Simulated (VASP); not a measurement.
Crystal: Ba.

```
CELL_PARAMETERS angstrom
0.00000 3.23267 3.23267
3.23267 0.00000 3.23267
3.23267 3.23267 0.00000
ATOMIC_POSITIONS crystal
Ba 0.00000 0.00000 0.00000
```

Base run:

| Item | Value |
| --- | --- |
| Program | VASP 6.6.1 |
| Functional | RPBE |
| Potentials or basis | VASP PAW PBE potentials, release 64 (Ba_sv) |
| Cutoff | 520 eV |
| k mesh | 7 × 7 × 7 |
| Occupations | gaussian, width 0.1 eV |
| Spin | no spin polarisation |

Its results: band gap on the k mesh zero (band 5 reaches 1.53 eV, above the bottom of band 6 at 1.53 eV); pressure 0.3 GPa.

Task: The run is repeated on the same cell with these changes: dispersion from none to D4. What comes out?

Result: Band gap on the k mesh zero (band 5 reaches 1.53 eV, above the bottom of band 6 at 1.53 eV); pressure -0.1 GPa.

Dispersion adds attraction, which lowers the pressure at fixed volume and, as a term added to the energy, leaves the levels alone.

Caveats: the PAW data sets were made with another functional, which shifts forces and pressure a little; spin-orbit coupling is left out, which moves the levels of the heavy elements; pairwise dispersion overbinds metals, which lowers pressure and volume (some runs).
